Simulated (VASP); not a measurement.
# LiF in VASP: single point with PBE+D3(BJ)

Aim: the single point of LiF with PBE+D3(BJ).

Program: VASP 6.6.1. These are calculated values, not measurements. Logs are shortened: lines on timing, memory, paths and dates and some standing lists are left out, and cuts for length are marked.

## Step 1: The cell of the first run

The cell holds a slab with vacuum, 24 atoms: a = 5.657 Å, b = 5.657 Å, c = 23.774 Å, α = 90.00°, β = 90.00°, γ = 120.00°.

## Step 2: Single point, PBE+D3(BJ)

File INCAR:

```
SYSTEM = LiF
ALGO = Normal
DIPOL = 0.5 0.5 0.457
EDIFF = 1E-6
ENCUT = 520
GGA = PE
IDIPOL = 3
ISIF = 2
ISMEAR = 0
IVDW = 12
LASPH = .True.
LCHARG = .True.
LDIPOL = .True.
LELF = .True.
LREAL = Auto
LVACPOTAV = .True.
LVHAR = .True.
LWAVE = .False.
NBANDS = 78
NELM = 60
PREC = Accurate
SIGMA = 0.05
```

File KPOINTS:

```
k-points
0
Gamma
  3 3 1
  0 0 0
```

File POSCAR:

```
LiF
1.0
    5.6574267954      0.0000000000      0.0000000000
   -2.8287133977      4.8994753248      0.0000000000
    0.0000000000      0.0000000000     23.7740870441
F Li
12 12
Direct
    0.1666666667      0.3333333333      0.3365008290
    0.1666666667      0.8333333333      0.3365008290
    0.6666666667      0.3333333333      0.3365008290
    0.6666666667      0.8333333333      0.3365008290
    0.5000000000      0.5000000000      0.4336500829
    0.5000000000      0.0000000000      0.4336500829
    0.0000000000      0.5000000000      0.4336500829
    0.0000000000      0.0000000000      0.4336500829
    0.8471337897      0.6530952262      0.5514184448
    0.8240193200      0.1533918923      0.5354452712
    0.3467921072      0.6762431743      0.5355083786
    0.3319891790      0.1681898104      0.5222615667
    0.3333333333      0.1666666667      0.3850754560
    0.3333333333      0.6666666667      0.3850754560
    0.8333333333      0.1666666667      0.3850754560
    0.8333333333      0.6666666667      0.3850754560
    0.6621180269      0.3276721589      0.4741969192
    0.6619907640      0.8380691642      0.4755126182
    0.1693064900      0.3306183201      0.4743950428
    0.1723263684      0.8378782341      0.4741880225
    0.0300704482      0.4699760944      0.5787538791
    0.0246400823      0.0086524914      0.5765721197
    0.4916016226      0.4758288434      0.5766394808
    0.4819753827      0.0182704181      0.5704358744
```

Potentials or basis: VASP PAW PBE potentials, release 64 (F, Li_sv).

Launch:

```bash
cat potpaw_PBE.64/F/POTCAR potpaw_PBE.64/Li_sv/POTCAR > POTCAR
mpirun -np 1 vasp_std > vasp.out
```

OUTCAR:

```text
SYSTEM = LiF
   EDIFF = 1E-6
   ENCUT = 520
   GGA = PE
   ISIF = 2
   ISMEAR = 0
   IVDW = 12
   LASPH = .True.
   LREAL = Auto
   NELM = 60
   PREC = Accurate
 IVDW          = 12

 ion  position               nearest neighbor table
   1  0.167  0.333  0.337-  13 2.00  14 2.00  15 2.00
   2  0.167  0.833  0.337-  14 2.00  13 2.00  16 2.00
   3  0.667  0.333  0.337-  15 2.00  16 2.00  13 2.00
   4  0.667  0.833  0.337-  16 2.00  15 2.00  14 2.00
   5  0.500  0.500  0.434-  19 1.89  17 1.90  18 1.93  13 2.00  16 2.00  14 2.00
   6  0.500  0.000  0.434-  20 1.87  17 1.87  18 1.87  14 2.00  15 2.00  13 2.00
   7  0.000  0.500  0.434-  20 1.92  17 1.92  19 1.92  15 2.00  14 2.00  16 2.00
   8  0.000  0.000  0.434-  19 1.89  20 1.90  18 1.93  16 2.00  13 2.00  15 2.00
   9  0.847  0.653  0.551-  22 1.84  23 1.84  21 1.91
  10  0.824  0.153  0.535-  21 1.88  24 1.88  22 1.96  18 2.10  17 2.20  19 2.23
  11  0.347  0.676  0.536-  21 1.88  24 1.88  23 1.96  18 2.10  20 2.20  19 2.23
  12  0.332  0.168  0.522-  24 1.86  19 1.96  17 1.98  20 1.98  22 1.98  23 1.99
  13  0.333  0.167  0.385-   5 2.00   8 2.00   6 2.00   1 2.00   2 2.00   3 2.00
  14  0.333  0.667  0.385-   6 2.00   7 2.00   5 2.00   2 2.00   1 2.00   4 2.00
  15  0.833  0.167  0.385-   7 2.00   6 2.00   8 2.00   3 2.00   4 2.00   1 2.00
  16  0.833  0.667  0.385-   8 2.00   5 2.00   7 2.00   4 2.00   3 2.00   2 2.00
  17  0.662  0.328  0.474-   6 1.87   5 1.90   7 1.92  12 1.98  10 2.20
  18  0.662  0.838  0.476-   6 1.87   8 1.93   5 1.93  10 2.10  11 2.10
  19  0.169  0.331  0.474-   8 1.89   5 1.89   7 1.92  12 1.96  10 2.23  11 2.23
  20  0.172  0.838  0.474-   6 1.87   8 1.90   7 1.92  12 1.98  11 2.20
  21  0.030  0.470  0.579-  11 1.88  10 1.88   9 1.91  23 2.60  22 2.60
  22  0.025  0.009  0.577-   9 1.84  10 1.96  12 1.98  24 2.56  21 2.60
  23  0.492  0.476  0.577-   9 1.84  11 1.96  12 1.99  24 2.57  21 2.60
  24  0.482  0.018  0.570-  12 1.86  11 1.88  10 1.88  22 2.56  23 2.57

  LATTYP: Found a hexagonal cell.
 ALAT       =     5.6574267954
 C/A-ratio  =     4.2022792170

  Lattice vectors:

 A1 = (   5.6574267954,   0.0000000000,   0.0000000000)
 A2 = (  -2.8287133977,   4.8994753248,   0.0000000000)
 A3 = (   0.0000000000,   0.0000000000,  23.7740870441)

Analysis of symmetry for initial positions (statically):
=====================================================================
 Subroutine PRICEL returns:
 Original cell was already a primitive cell.

 Routine SETGRP: Setting up the symmetry group for a
 hexagonal supercell.

 Subroutine GETGRP returns: Found  1 space group operations
 (whereof  1 operations were pure point group operations)
 out of a pool of 24 trial point group operations.

The static configuration has the point symmetry C_1 .

Analysis of symmetry for dynamics (positions and initial velocities):
=====================================================================
 Subroutine PRICEL returns:
 Original cell was already a primitive cell.

 Routine SETGRP: Setting up the symmetry group for a
 hexagonal supercell.

 Subroutine GETGRP returns: Found  1 space group operations
 (whereof  1 operations were pure point group operations)
 out of a pool of 24 trial point group operations.

The dynamic configuration has the point symmetry C_1 .

 Subroutine INISYM returns: Found  1 space group operations
 (whereof  1 operations are pure point group operations),
 and found     1 'primitive' translations

----------------------------------------------------------------------------------------

                                     Primitive cell

  volume of cell :     658.9802

  direct lattice vectors                    reciprocal lattice vectors
     5.657426795  0.000000000  0.000000000     0.176758805  0.102051744  0.000000000
    -2.828713398  4.899475325  0.000000000     0.000000000  0.204103487  0.000000000
     0.000000000  0.000000000 23.774087044     0.000000000  0.000000000  0.042062604

  length of vectors
     5.657426795  5.657426795 23.774087044     0.204103487  0.204103487  0.042062604

  position of ions in fractional coordinates (direct lattice)
     0.166666667  0.333333333  0.336500829
     0.166666667  0.833333333  0.336500829
     0.666666667  0.333333333  0.336500829
     0.666666667  0.833333333  0.336500829
     0.500000000  0.500000000  0.433650083
     0.500000000  0.000000000  0.433650083
[... 16 lines left out ...]
     0.491601623  0.475828843  0.576639481
     0.481975383  0.018270418  0.570435874

  ion indices of the primitive-cell ions
   primitive index   ion index
                 1           1
                 2           2
                 3           3
                 4           4
                 5           5
                 6           6
[... 16 lines left out ...]
                23          23
                24          24

----------------------------------------------------------------------------------------

 KPOINTS: k-points

Automatic generation of k-mesh.
 Grid dimensions read from file:
 generate k-points for:    3    3    1

 Generating k-lattice:

  Cartesian coordinates                     Fractional coordinates (reciprocal lattice)
     0.058919602  0.034017248  0.000000000     0.333333333  0.000000000  0.000000000
     0.000000000  0.068034496  0.000000000     0.000000000  0.333333333  0.000000000
     0.000000000  0.000000000  0.042062604     0.000000000  0.000000000  1.000000000

  Length of vectors
     0.068034496  0.068034496  0.042062604

  Shift w.r.t. Gamma in fractional coordinates (k-lattice)
     0.000000000  0.000000000  0.000000000

 Subroutine IBZKPT returns following result:
 ===========================================

 Found      5 irreducible k-points:

 Following reciprocal coordinates:
            Coordinates               Weight
  0.000000  0.000000  0.000000      1.000000
  0.333333  0.000000  0.000000      2.000000
  0.000000  0.333333  0.000000      2.000000
 -0.333333  0.333333  0.000000      2.000000
  0.333333  0.333333  0.000000      2.000000
   k-points           NKPTS =      5   k-points in BZ     NKDIM =      5   number of bands    NBANDS=     78
   number of dos      NEDOS =    301   number of ions     NIONS =     24
   total plane-waves  NPLWV = 317520
   dimension x,y,z NGX =    42 NGY =   42 NGZ =  180
   dimension x,y,z NGXF=    84 NGYF=   84 NGZF=  360
   ions per type =              12  12
   NGX,Y,Z   is equivalent  to a cutoff of  12.34, 12.34, 12.59 a.u.
   NGXF,Y,Z  is equivalent  to a cutoff of  24.68, 24.68, 25.17 a.u.
 SYSTEM =  LiF
   PREC   = accura    normal or accurate (medium, high low for compatibility)
   ISTART =      0    job   : 0-new  1-cont  2-samecut
   ICHARG =      2    charge: 1-file 2-atom 10-const
   ISPIN  =      1    spin polarized calculation?
   LNONCOLLINEAR =      F non collinear calculations
   LSORBIT =      F    spin-orbit coupling
   LASPH  =      T    aspherical Exc in radial PAW
   ENCUT  =  520.0 eV  38.22 Ry    6.18 a.u.  10.52 10.52 44.20*2*pi/ulx,y,z
   NELM   =     60;   NELMIN=  2; NELMDL= -5     # of ELM steps
   EDIFF  = 0.1E-05   stopping-criterion for ELM
   LREAL  =      T    real-space projection
   EDIFFG = 0.1E-04   stopping-criterion for IOM
   NSW    =      0    number of steps for IOM
   IBRION =     -1    ionic relax: 0-MD 1-quasi-New 2-CG
   NFREE  =      0    steps in history (QN), initial steepest desc. (CG)
   ISIF   =      2    stress and relaxation
   ISYM   =      2    0-nonsym 1-usesym 2-fastsym
   POTIM  = 0.5000    time-step for ionic-motion
   TEBEG  =    0.0;   TEEND  =   0.0 temperature during run
   PSTRESS=    0.0 pullay stress
   NELECT =     120.0000    total number of electrons
   NUPDOWN=      -1.0000    fix difference up-down
   EMIN   =  10.00;   EMAX   =-10.00  energy-range for DOS
   EFERMI =   0.00;   METHOD = LEGACY
   ISMEAR =     0;   SIGMA  =   0.05  broadening in eV -4-tet -1-fermi 0-gaus
   EFERMI_NEDOS =   21; number of points for ismear=-14 and -15
   IALGO  =     38    algorithm
   IMIX   =      4    mixing-type and parameters
     AMIX     =   0.40;   BMIX     =  1.00
     AMIX_MAG =   1.60;   BMIX_MAG =  1.00
  volume/ion in A,a.u.               =      27.46       185.29
  Fermi-wavevector in a.u.,A,eV,Ry     =   0.927921  1.753517 11.715131  0.861038
  Thomas-Fermi vector in A             =   2.054043
   LORBIT       =      0    0 simple, 1 ext, 2 COOP (PROOUT), +10 PAW based schemes
   GGA     = PE    functional components
   LHFCALC =     F    Hartree Fock is set to
   AEXX    =    0.0000 exact exchange contribution
   IVDW    =    12    specifies the selected vdW correction
   LEPSILON=     F    determine dielectric tensor
   LRPA    =     F    only Hartree local field effects (RPA)
 non-spin polarized calculation
 Gauss-broadening in eV      SIGMA  =   0.05
  energy-cutoff  :      520.00
  volume of cell :      658.98
 maximum number of plane-waves:     17742
 NGX is ok and might be reduce to    42
   NGX = 21   NGY = 21   NGZ = 89

 number of electron     120.0000121 magnetization

 dipolmoment           0.000000      0.000000     -1.048781 electrons x Angstroem

 Free energy of the ion-electron system (eV)
  ---------------------------------------------------
  ext. energy  EPLUGINS =         0.00000000
  ---------------------------------------------------
  free energy    TOTEN  =      -101.48680717 eV

  energy without entropy =     -101.46125769  energy(sigma->0) =     -101.47403243

 E-fermi :  -4.4705     XC(G=0):  -3.7724

 val. band max:       -4.4863246848   @ k =  -0.3333   0.3333   0.0000
 cond. band min:      -4.4528694906   @ k =   0.0000   0.3333   0.0000
 fundamental gap:      0.0334551942
 Fermi energy:        -4.4704785617

 k-point     1 :       0.0000    0.0000    0.0000
  band No.  band energies     occupation
      1     -51.6160      2.00000
      2     -51.5760      2.00000
      3     -51.5698      2.00000
      4     -51.4915      2.00000
      5     -50.3837      2.00000
      6     -50.3040      2.00000
[... 64 lines left out ...]
     71       2.1268      0.00000
     72       2.4160      0.00000
[... 298 lines left out ...]
     71       1.9994      0.00000
     72       2.7446      0.00000
 [bands above 72 left out]

------------------------ aborting loop because EDIFF is reached ----------------------------------------

 Edisp (eV)   -3.08759

 E8    (eV) :    -1.1842

  FORCE on cell =-STRESS in cart. coord.  units (eV):
  Direction    XX          YY          ZZ          XY          YZ          ZX
  --------------------------------------------------------------------------------------
  -------------------------------------------------------------------------------------
  Total       2.56599     2.55790    -2.71752    -0.01128     0.21489    -0.37619
  in kB       6.23869     6.21901    -6.60711    -0.02743     0.52246    -0.91463
  external pressure =        1.95 kB  Pullay stress =        0.00 kB

 VOLUME and BASIS-vectors are now :
 -----------------------------------------------------------------------------
  energy-cutoff  :      520.00
  volume of cell :      658.98
      direct lattice vectors                 reciprocal lattice vectors
     5.657426795  0.000000000  0.000000000     0.176758805  0.102051744  0.000000000
    -2.828713398  4.899475325  0.000000000     0.000000000  0.204103487  0.000000000
     0.000000000  0.000000000 23.774087044     0.000000000  0.000000000  0.042062604

 POSITION                                       TOTAL-FORCE (eV/Angst)
 -----------------------------------------------------------------------------------
      0.00000      1.63316      8.00000         0.000033     -0.000152      1.229068
     -1.41436      4.08290      8.00000         0.004070      0.001094      1.226709
      2.82871      1.63316      8.00000         0.001044     -0.004222      1.226582
      1.41436      4.08290      8.00000        -0.004050      0.002295      1.204355
      1.41436      2.44974     10.30963         0.103190      0.258797      1.254300
      2.82871      0.00000     10.30963         0.121560     -0.070525      1.040427
[... 16 lines left out ...]
      1.43522      2.33131     13.70908         0.153204      0.527943     -0.319708
      2.67506      0.08952     13.56159         0.544317     -0.312210     -0.186786
 -----------------------------------------------------------------------------------
    total drift:                               -0.005381      0.005272     -0.015395

  FREE ENERGIE OF THE ION-ELECTRON SYSTEM (eV)
  ---------------------------------------------------
  free  energy   TOTEN  =      -104.5743999723 eV

  energy  without entropy=     -104.5488504938  energy(sigma->0) =     -104.56162523

 vacuum level on the upper side and lower side of the slab        -0.229         6.618
```

It took 16 min on 1 thread of Intel Xeon Platinum 8259CL at 2.50GHz (Skylake/Cascade Lake), shared host; peak memory 0.69 GiB.

Results:

| Item | Value |
| --- | --- |
| Free energy | -104.5744 eV |
| Largest force | 2.256 eV/Å |
| Band gap on the k mesh | zero (band 60 reaches -4.34 eV, above the bottom of band 61 at -4.45 eV) |
| Dispersion energy per atom | -0.129 eV |

Forces in eV/Å, atoms in the order of the input:
```
F    0.000  0.000  1.229
F    0.004  0.001  1.227
F    0.001 -0.004  1.227
F   -0.004  0.002  1.204
F    0.103  0.259  1.254
F    0.122 -0.071  1.040
F   -0.052  0.030  1.473
F   -0.171 -0.219  1.254
F   -0.026  0.014 -0.016
F    0.288  0.108  0.306
F    0.052 -0.305  0.304
F   -0.052  0.030  1.207
Li  -0.009  0.005 -2.256
Li   0.018 -0.006 -2.242
Li   0.014 -0.013 -2.242
Li  -0.023  0.013 -2.209
Li   0.087  0.089 -0.435
Li   0.040 -0.024 -0.378
Li  -0.089  0.052 -0.471
Li  -0.033 -0.119 -0.434
Li  -0.583  0.337 -0.218
Li  -0.384 -0.397 -0.319
Li   0.153  0.528 -0.320
Li   0.544 -0.312 -0.187
```

Levels at points of the mesh, in eV from the Fermi level:
```tsv
k point	band 56	band 57	band 58	band 59	band 60	band 61	band 62	band 63	band 64	band 65
(0.00, 0.00, 0.00)	-0.57	-0.30	-0.30	-0.30	0.13	0.13	3.14	3.38	3.65	3.80
```

Caveat: the k points lie up to 0.43 Å⁻¹ apart; the cutoff is under 1.25 times the usual one of these potentials, so pressure, stress and relaxed cells hold a basis-set (Pulay) error.
